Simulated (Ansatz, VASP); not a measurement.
**Si2Sn3: VASP beside Ansatz**

```xyz
5
Lattice="3.0433 0.0000 0.0000 -1.5216 2.6355 0.0000 0.0000 0.0000 14.2890" Properties=species:S:1:pos:R:3 pbc="T T T"
Si    0.0000    0.0000    8.5734
Si    0.0000    0.0000    5.7156
Sn    0.0000    0.0000   11.4312
Sn    0.0000    0.0000    0.0000
Sn    0.0000    0.0000    2.8578
```

Alike in both runs: task relaxation of cell and atoms; functional PBE; k mesh 6 × 6 × 2; occupations gaussian, width 0.1 eV; no spin polarisation.

```csv
,VASP,Ansatz
version,VASP 6.6.1,Ansatz 0.2.0
potentials or method,"VASP PAW PBE potentials, release 64 (Si, Sn_d), cutoff 600 eV","scalar-relativistic, plane waves, PAW"
valence electrons in the cell,50,50
```

|  | VASP | Ansatz | Ansatz less VASP |
| --- | --- | --- | --- |
| gap on the k mesh at the Fermi level, each at its own relaxed structure (eV) | none | none | - |
| relaxed volume (Å³/atom) | 24.03 | 24.10 | +0.075 |
| relaxed cell length with the largest relative difference (Å) | 14.541 | 14.164 | -0.3765 |

A gap of «none» marks a metal or a gap that the smearing closes.

The k mesh is coarse, so the values compare programs but aren't converged. Noted on VASP's run: too few bands were computed for a metal, which touches its energy and stress.
